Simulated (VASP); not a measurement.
A run of VASP 6.6.1:

The input INCAR:

```
SYSTEM = Mg
PREC = Accurate ; ENCUT = 520
EDIFF = 1E-6 ; ISMEAR = -1
SIGMA = 0.05 ; LREAL = .False.
LASPH = .True. ; NELM = 100
ALGO = Normal ; ISIF = 2
LWAVE = .False. ; LCHARG = .False.
GGA = PE ; NBANDS = 7
```

File KPOINTS:

```
Automatic mesh
0
Gamma
  10 10 10
  0 0 0
```

File POSCAR:

```
Mg
1.0
    0.0207430000      2.2136530000      2.2741310000
    2.2675650000      0.0412810000      2.2535940000
    2.3014000000      2.2269500000      0.0074460000
Mg
1
Direct
    0.0017210000      0.0071970000     -0.0104890000
```

Potentials or basis: VASP PAW PBE potentials, release 64 (Mg).

The run is started by

```bash
$ cat potpaw_PBE.64/Mg/POTCAR > POTCAR
$ mpirun -np 1 vasp_std > vasp.out
```

Hardware: 1 thread of Intel(R) Xeon(R) Platinum 8559C (Emerald Rapids) (shared host).

Estimate the wall time of this run.

Wall time 25 s on 1 thread of Intel(R) Xeon(R) Platinum 8559C (Emerald Rapids), on a shared host, peak memory 0.2 GiB. Counts: scf iterations 9, k points 504.
